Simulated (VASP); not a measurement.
# Sc4Te (P6/mmm) in VASP: a series of runs

Runs on Sc4Te. Level: PBE. Tasks: single point.

All numbers are computed with VASP 6.6.1; they aren't measurements. Logs are shortened: lines on timing, memory, paths and dates and some standing lists are left out, and cuts for length are marked.

**1. The cell of the first run**

The structure is hexagonal, space group P6/mmm (No. 191). The conventional cell has a = 5.979 Å, b = 5.979 Å, c = 5.369 Å, α = 90.00°, β = 90.00°, γ = 120.00°. Sc (site symmetry 6/mmm) has 2 Te at 2.68 Å within 3.5 Å. Within 3.9 Å of Sc (site symmetry mmm) lie 4 Sc at 2.99 Å and 2 Te at 2.99 Å. Within 3.5 Å of Te (site symmetry 6/mmm) lie 8 Sc at 2.68 to 2.99 Å.

**2. Single point, PBE**

Contents of INCAR:

```
ALGO     = Fast           # electronic algorithm
EDIFF    = 1E-6           # SCF threshold, eV
ENCUT    = 520            # plane-wave cutoff, eV
GGA      = PE             # functional
ISIF     = 2              # what is computed and relaxed
ISMEAR   = 0              # smearing method
LASPH    = True           # aspherical terms in the spheres
LCHARG   = False          # write CHGCAR
LREAL    = False          # projectors in reciprocal space
LWAVE    = False          # write WAVECAR
NBANDS   = 33             # bands
NELM     = 80             # most SCF steps
PREC     = Accurate       # precision mode
SIGMA    = 0.1            # smearing width, eV
```

Contents of KPOINTS:

```
k-points
0
Gamma
  6 6 4
```

Contents of POSCAR:

```
Sc4Te
1.0
    5.9792639723      0.0000000000      0.0000000000
   -2.9896319862      5.1781944959      0.0000000000
    0.0000000000      0.0000000000      5.3694981730
Sc Te
4 1
Direct
    0.0000000000      0.0000000000      0.5000000000
    0.5000000000      0.0000000000      0.0000000000
    0.0000000000      0.5000000000      0.0000000000
    0.5000000000      0.5000000000      0.0000000000
    0.0000000000      0.0000000000      0.0000000000
```

Potentials or basis: VASP PAW PBE potentials, release 64 (Sc_sv, Te).

Run with:

```
$ cat potpaw_PBE.64/Sc_sv/POTCAR potpaw_PBE.64/Te/POTCAR > POTCAR
$ mpirun -np 1 vasp_std > vasp.out
```

OUTCAR:

```text
EDIFF = 1E-6
   ENCUT = 520
   GGA = PE
   ISIF = 2
   ISMEAR = 0
   LASPH = True
   LREAL = False
   NELM = 80
   PREC = Accurate

 ion  position               nearest neighbor table
   1  0.000  0.000  0.500-   5 2.68   5 2.68
   2  0.500  0.000  0.000-   3 2.99   3 2.99   4 2.99   4 2.99   5 2.99   5 2.99
   3  0.000  0.500  0.000-   2 2.99   2 2.99   5 2.99   5 2.99   4 2.99   4 2.99
   4  0.500  0.500  0.000-   5 2.99   5 2.99   2 2.99   2 2.99   3 2.99   3 2.99
   5  0.000  0.000  0.000-   1 2.68   1 2.68   4 2.99   4 2.99   3 2.99   3 2.99   2 2.99   2 2.99

  LATTYP: Found a hexagonal cell.
 ALAT       =     5.9792639723
 C/A-ratio  =     0.8980199232

  Lattice vectors:

 A1 = (   5.9792639723,   0.0000000000,   0.0000000000)
 A2 = (  -2.9896319862,   5.1781944959,   0.0000000000)
 A3 = (   0.0000000000,   0.0000000000,   5.3694981730)

Analysis of symmetry for initial positions (statically):
=====================================================================
 Subroutine PRICEL returns:
 Original cell was already a primitive cell.

 Routine SETGRP: Setting up the symmetry group for a
 hexagonal supercell.

 Subroutine GETGRP returns: Found 24 space group operations
 (whereof 24 operations were pure point group operations)
 out of a pool of 24 trial point group operations.

The static configuration has the point symmetry D_6h.

Analysis of symmetry for dynamics (positions and initial velocities):
=====================================================================
 Subroutine PRICEL returns:
 Original cell was already a primitive cell.

 Routine SETGRP: Setting up the symmetry group for a
 hexagonal supercell.

 Subroutine GETGRP returns: Found 24 space group operations
 (whereof 24 operations were pure point group operations)
 out of a pool of 24 trial point group operations.

The dynamic configuration has the point symmetry D_6h.

 Subroutine INISYM returns: Found 24 space group operations
 (whereof 24 operations are pure point group operations),
 and found     1 'primitive' translations

----------------------------------------------------------------------------------------

                                     Primitive cell

  volume of cell :     166.2493

  direct lattice vectors                    reciprocal lattice vectors
     5.979263972  0.000000000  0.000000000     0.167244665  0.096558752  0.000000000
    -2.989631986  5.178194496  0.000000000     0.000000000  0.193117505  0.000000000
     0.000000000  0.000000000  5.369498173     0.000000000  0.000000000  0.186237143

  length of vectors
     5.979263972  5.979263972  5.369498173     0.193117505  0.193117505  0.186237143

  position of ions in fractional coordinates (direct lattice)
     0.000000000  0.000000000  0.500000000
     0.500000000  0.000000000  0.000000000
     0.000000000  0.500000000  0.000000000
     0.500000000  0.500000000  0.000000000
     0.000000000  0.000000000  0.000000000

  ion indices of the primitive-cell ions
   primitive index   ion index
                 1           1
                 2           2
                 3           3
                 4           4
                 5           5

----------------------------------------------------------------------------------------

 KPOINTS: k-points

Automatic generation of k-mesh.
 Grid dimensions read from file:
 generate k-points for:    6    6    4

 Generating k-lattice:

  Cartesian coordinates                     Fractional coordinates (reciprocal lattice)
     0.027874111  0.016093125  0.000000000     0.166666667  0.000000000  0.000000000
     0.000000000  0.032186251  0.000000000     0.000000000  0.166666667  0.000000000
     0.000000000  0.000000000  0.046559286     0.000000000  0.000000000  0.250000000

  Length of vectors
     0.032186251  0.032186251  0.046559286

  Shift w.r.t. Gamma in fractional coordinates (k-lattice)
     0.000000000  0.000000000  0.000000000

 Subroutine IBZKPT returns following result:
 ===========================================

 Found     21 irreducible k-points:

 Following reciprocal coordinates:
            Coordinates               Weight
  0.000000  0.000000  0.000000      1.000000
  0.166667 -0.000000  0.000000      6.000000
  0.333333 -0.000000  0.000000      6.000000
  0.500000 -0.000000  0.000000      3.000000
  0.166667  0.166667  0.000000      6.000000
  0.333333  0.166667  0.000000     12.000000
[... 13 lines left out ...]
  0.333333  0.166667  0.500000     12.000000
  0.333333  0.333333  0.500000      2.000000
   k-points           NKPTS =     21   k-points in BZ     NKDIM =     21   number of bands    NBANDS=     33
   number of dos      NEDOS =    301   number of ions     NIONS =      5
   total plane-waves  NPLWV =  92160
   dimension x,y,z NGX =    48 NGY =   48 NGZ =   40
   dimension x,y,z NGXF=    96 NGYF=   96 NGZF=   80
   ions per type =               4   1
   NGX,Y,Z   is equivalent  to a cutoff of  13.35, 13.35, 12.38 a.u.
   NGXF,Y,Z  is equivalent  to a cutoff of  26.69, 26.69, 24.77 a.u.
 SYSTEM =  unknown system
   PREC   = accura    normal or accurate (medium, high low for compatibility)
   ISTART =      0    job   : 0-new  1-cont  2-samecut
   ICHARG =      2    charge: 1-file 2-atom 10-const
   ISPIN  =      1    spin polarized calculation?
   LNONCOLLINEAR =      F non collinear calculations
   LSORBIT =      F    spin-orbit coupling
   LASPH  =      T    aspherical Exc in radial PAW
   ENCUT  =  520.0 eV  38.22 Ry    6.18 a.u.  11.12 11.12  9.98*2*pi/ulx,y,z
   NELM   =     80;   NELMIN=  2; NELMDL= -5     # of ELM steps
   EDIFF  = 0.1E-05   stopping-criterion for ELM
   LREAL  =      F    real-space projection
   EDIFFG = 0.1E-04   stopping-criterion for IOM
   NSW    =      0    number of steps for IOM
   IBRION =     -1    ionic relax: 0-MD 1-quasi-New 2-CG
   NFREE  =      0    steps in history (QN), initial steepest desc. (CG)
   ISIF   =      2    stress and relaxation
   ISYM   =      2    0-nonsym 1-usesym 2-fastsym
   POTIM  = 0.5000    time-step for ionic-motion
   TEBEG  =    0.0;   TEEND  =   0.0 temperature during run
   PSTRESS=    0.0 pullay stress
   NELECT =      50.0000    total number of electrons
   NUPDOWN=      -1.0000    fix difference up-down
   EMIN   =  10.00;   EMAX   =-10.00  energy-range for DOS
   EFERMI =   0.00;   METHOD = LEGACY
   ISMEAR =     0;   SIGMA  =   0.10  broadening in eV -4-tet -1-fermi 0-gaus
   EFERMI_NEDOS =   21; number of points for ismear=-14 and -15
   IALGO  =     68    algorithm
   IMIX   =      4    mixing-type and parameters
     AMIX     =   0.40;   BMIX     =  1.00
     AMIX_MAG =   1.60;   BMIX_MAG =  1.00
  volume/ion in A,a.u.               =      33.25       224.38
  Fermi-wavevector in a.u.,A,eV,Ry     =   1.096844  2.072735 16.368720  1.203067
  Thomas-Fermi vector in A             =   2.233193
   LORBIT       =      0    0 simple, 1 ext, 2 COOP (PROOUT), +10 PAW based schemes
   GGA     = PE    functional components
   LHFCALC =     F    Hartree Fock is set to
   AEXX    =    0.0000 exact exchange contribution
   IVDW    =     0    specifies the selected vdW correction
   LEPSILON=     F    determine dielectric tensor
   LRPA    =     F    only Hartree local field effects (RPA)
 non-spin polarized calculation
 RMM-DIIS sequential band-by-band and
 Gauss-broadening in eV      SIGMA  =   0.10
  energy-cutoff  :      520.00
  volume of cell :      166.25
 maximum number of plane-waves:      4504
 NGX is ok and might be reduce to    48
   NGX = 23   NGY = 23   NGZ = 19

 number of electron      50.0000010 magnetization

 Free energy of the ion-electron system (eV)
  ---------------------------------------------------
  ext. energy  EPLUGINS =         0.00000000
  ---------------------------------------------------
  free energy    TOTEN  =       -26.00461961 eV

  energy without entropy =      -25.94707503  energy(sigma->0) =      -25.97584732

 E-fermi :   3.0177     XC(G=0):  -8.5219

 val. band max:        2.9820097459   @ k =   0.3333  -0.0000   0.2500
 cond. band min:       3.0201632487   @ k =   0.3333   0.1667   0.0000
 fundamental gap:      0.0381535028
 Fermi energy:         3.0176619812

 k-point     1 :       0.0000    0.0000    0.0000
  band No.  band energies     occupation
      1     -47.1998      2.00000
      2     -46.7177      2.00000
      3     -46.6335      2.00000
      4     -46.6335      2.00000
      5     -25.9136      2.00000
      6     -25.9136      2.00000
[... 25 lines left out ...]
     32       5.1941      0.00000
     33       6.0902      0.00000

 k-point     2 :       0.1667   -0.0000    0.0000
  band No.  band energies     occupation
      1     -47.1998      2.00000
      2     -46.7128      2.00000
      3     -46.6385      2.00000
      4     -46.6335      2.00000
      5     -25.9135      2.00000
      6     -25.9135      2.00000
[... 25 lines left out ...]
     32       5.0318      0.00000
     33       5.1627      0.00000

 k-point     3 :       0.3333   -0.0000    0.0000
  band No.  band energies     occupation
      1     -47.1998      2.00000
      2     -46.7001      2.00000
      3     -46.6515      2.00000
      4     -46.6336      2.00000
      5     -25.9134      2.00000
      6     -25.9132      2.00000
[... 25 lines left out ...]
     32       4.4233      0.00000
     33       4.9201      0.00000

 k-point     4 :       0.5000   -0.0000    0.0000
  band No.  band energies     occupation
      1     -47.1998      2.00000
      2     -46.6898      2.00000
      3     -46.6618      2.00000
      4     -46.6336      2.00000
      5     -25.9133      2.00000
      6     -25.9130      2.00000
[... 565 lines left out ...]
     32       4.6275      0.00000
     33       5.1323      0.00000

 k-point    20 :       0.3333    0.1667    0.5000
  band No.  band energies     occupation
      1     -47.2001      2.00000
      2     -46.6898      2.00000
      3     -46.6618      2.00000
      4     -46.6336      2.00000
      5     -25.9128      2.00000
      6     -25.9126      2.00000
[... 25 lines left out ...]
     32       4.6207      0.00000
     33       4.8025      0.00000

 k-point    21 :       0.3333    0.3333    0.5000
  band No.  band energies     occupation
      1     -47.2001      2.00000
      2     -46.6758      2.00000
      3     -46.6758      2.00000
      4     -46.6336      2.00000
      5     -25.9128      2.00000
      6     -25.9128      2.00000
[... 25 lines left out ...]
     32       4.4710      0.00000
     33       5.2813      0.00000

------------------------ aborting loop because EDIFF is reached ----------------------------------------

  FORCE on cell =-STRESS in cart. coord.  units (eV):
  Direction    XX          YY          ZZ          XY          YZ          ZX
  --------------------------------------------------------------------------------------
  -------------------------------------------------------------------------------------
  Total        0.2860390      0.2860390      0.0575261     -0.0000000      0.0000000      0.0000000
  in kB        2.7566144      2.7566144      0.5543907     -0.0000000      0.0000000      0.0000000
  external PRESSURE =       2.0225398 kB  Pullay stress =       0.0000000 kB

 VOLUME and BASIS-vectors are now :
 -----------------------------------------------------------------------------
  energy-cutoff  :      520.00
  volume of cell :      166.25
      direct lattice vectors                 reciprocal lattice vectors
     5.979263972  0.000000000  0.000000000     0.167244665  0.096558752  0.000000000
    -2.989631986  5.178194496  0.000000000     0.000000000  0.193117505  0.000000000
     0.000000000  0.000000000  5.369498173     0.000000000  0.000000000  0.186237143

 POSITION                                       TOTAL-FORCE (eV/Angst)
 -----------------------------------------------------------------------------------
      0.00000      0.00000      2.68475         0.000000      0.000000      0.000000
      2.98963      0.00000      0.00000         0.000000      0.000000      0.000000
     -1.49482      2.58910      0.00000         0.000000      0.000000      0.000000
      1.49482      2.58910      0.00000        -0.000000      0.000000      0.000000
      0.00000      0.00000      0.00000         0.000000      0.000000      0.000000
 -----------------------------------------------------------------------------------
    total drift:                               -0.000000      0.000000      0.000000

  FREE ENERGIE OF THE ION-ELECTRON SYSTEM (eV)
  ---------------------------------------------------
  free  energy   TOTEN  =       -26.0046196132 eV

  energy  without entropy=      -25.9470750298  energy(sigma->0) =      -25.97584732
```

Wall time 92 s (1 thread of Intel Xeon 6975P-C (Granite Rapids), shared host); peak memory 0.34 GiB.

What came out:

- Free energy: -26.0046 eV
- Pressure: 0.2 GPa
- Band gap on the k mesh: zero (band 25 reaches 3.16 eV, above the bottom of band 26 at 2.48 eV)

Caveat: spin-orbit coupling is left out, which moves the levels of the heavy elements.

**3. Single point, PBE**

This run uses another cell than the first one, of 24.08 Å³/atom, 0.724 times its volume.

Contents of INCAR:

```
PREC = Accurate
ENCUT = 520
EDIFF = 1E-6
ISMEAR = 0
SIGMA = 0.1
LREAL = False
LASPH = True
NELM = 80
ALGO = Normal
ISIF = 2
LWAVE = False
LCHARG = True
GGA = PE
LELF = True
LVHAR = True
NBANDS = 33
```

Contents of KPOINTS:

```
regular mesh
0
Gamma
  6 6 4
```

POSCAR: that of step 2 with these lines changed.

```diff
@@ -2,5 +2,5 @@
 1.0
-    5.9792639723      0.0000000000      0.0000000000
-   -2.9896319862      5.1781944959      0.0000000000
-    0.0000000000      0.0000000000      5.3694981730
+    5.0401003200      0.0000000000      0.0000000000
+   -2.5200501600      4.3648549200      0.0000000000
+    0.0000000000      0.0000000000      5.4736740800
 Sc Te
```

Potentials or basis: VASP PAW PBE potentials, release 64 (Sc_sv, Te).

Run with:

```
$ cat potpaw_PBE.64/Sc_sv/POTCAR potpaw_PBE.64/Te/POTCAR > POTCAR
$ mpirun -np 1 vasp_std > vasp.out
```

It took 46 s on 1 thread of Intel Xeon 6975P-C (Granite Rapids), shared host; peak memory 0.27 GiB.

Results (log left out):

- Free energy: -21.5410 eV
- Pressure: 27.5 GPa
- Band gap on the k mesh: zero (band 25 reaches 5.25 eV, above the bottom of band 26 at 3.85 eV)

Stress tensor (GPa, compression positive):
```
40.88  0.00  0.00
 0.00 40.88  0.00
 0.00  0.00  0.60
```

Levels at points of the mesh, in eV from the Fermi level:
```
           k point  band 22  band 23  band 24  band 25  band 26  band 27  band 28  band 29
(0.00, 0.00, 0.00)    -1.45    -1.17    -1.17    -0.96    -0.96    -0.73     1.00     1.00
(0.50, 0.00, 0.00)    -0.75    -0.43    -0.40    -0.27     0.00     1.13     1.20     1.26
(0.00, 0.00, 0.50)    -1.10    -1.10    -0.91    -0.87    -0.41    -0.41     0.22     1.13
(0.50, 0.00, 0.50)    -0.80    -0.76     0.02     0.36     0.80     1.18     1.31     1.35
```

Caveat: spin-orbit coupling is left out, which moves the levels of the heavy elements.
